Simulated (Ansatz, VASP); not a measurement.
# AlRu: VASP beside Ansatz

POSCAR

```
AlRu
1.0
    2.9168100000      0.0000000000      0.0000000000
    0.0000000000      2.9168100000      0.0000000000
    0.0000000000      0.0000000000      2.9916000000
Al Ru
1 1
Direct
    0.0000000000      0.0000000000      0.0000000000
    0.5000000000      0.5000000000      0.5000000000
```

File INCAR.step1:

```
PREC = Accurate
ENCUT = 520
ISMEAR = 0
SIGMA = 0.15
LREAL = False
LASPH = True
NELM = 60
NBANDS = 16
GGA = PE
ALGO = Normal
EDIFF = 1E-4
LWAVE = True
LCHARG = False
```

INCAR.step2

```
PREC = Accurate
ENCUT = 520
EDIFF = 1E-7
ISMEAR = 0
SIGMA = 0.15
LREAL = False
LASPH = True
NELM = 60
ALGO = Normal
ISIF = 2
LWAVE = False
LCHARG = True
METAGGA = R2SCAN
LMIXTAU = True
LELF = True
LVHAR = True
NBANDS = 16
ISTART = 1
```

The input KPOINTS:

```
regular mesh
0
Gamma
  16 16 16
```

Input for Ansatz:

```yaml
crystal:
  lattice:
    - [2.91681, 0.0, 0.0]
    - [0.0, 2.91681, 0.0]
    - [0.0, 0.0, 2.9916]
  atoms:
    - { symbol: Al, position: [0.0, 0.0, 0.0] }
    - { symbol: Ru, position: [0.5, 0.5, 0.5] }
basis:
  ecutwfc: 500
kpoints:
  mp_grid: { grid: [16, 16, 16] }
hamiltonian:
  xc: r2scan
scf:
  occupations: { method: gaussian, width: 0.15 }
output:
  forces: true
  stress: true
  eigenvalues: true
```

Change from the starting cell: strain -0.025 along x and y, +0.000 along z, atoms carried along.

Alike in both runs: task single point; functional r2SCAN; k mesh 16 × 16 × 16; occupations gaussian, width 0.15 eV; no spin polarisation.

|  | VASP | Ansatz |
| --- | --- | --- |
| version | VASP 6.6.1 | Ansatz 0.2.0 |
| potentials or method | VASP PAW PBE potentials, release 64 (Al, Ru_pv), cutoff 520 eV | scalar-relativistic, plane waves, PAW |
| valence electrons in the cell | 17 | 19 |

```tsv
	VASP	Ansatz	Ansatz less VASP
gap on the k mesh at the Fermi level (eV)	none	none	-
pressure (GPa)	10.4	10.1	-0.23
traceless stress, the component that is largest in VASP (GPa)	-3.50	-3.49	+0.015
```

VASP's potentials were made for PBE, not for r2SCAN. A gap of «none» marks a metal or a gap that the smearing closes. VASP's potentials hold 17 valence electrons a cell and Ansatz's 19, so a difference there can come from the potentials and not from the codes.
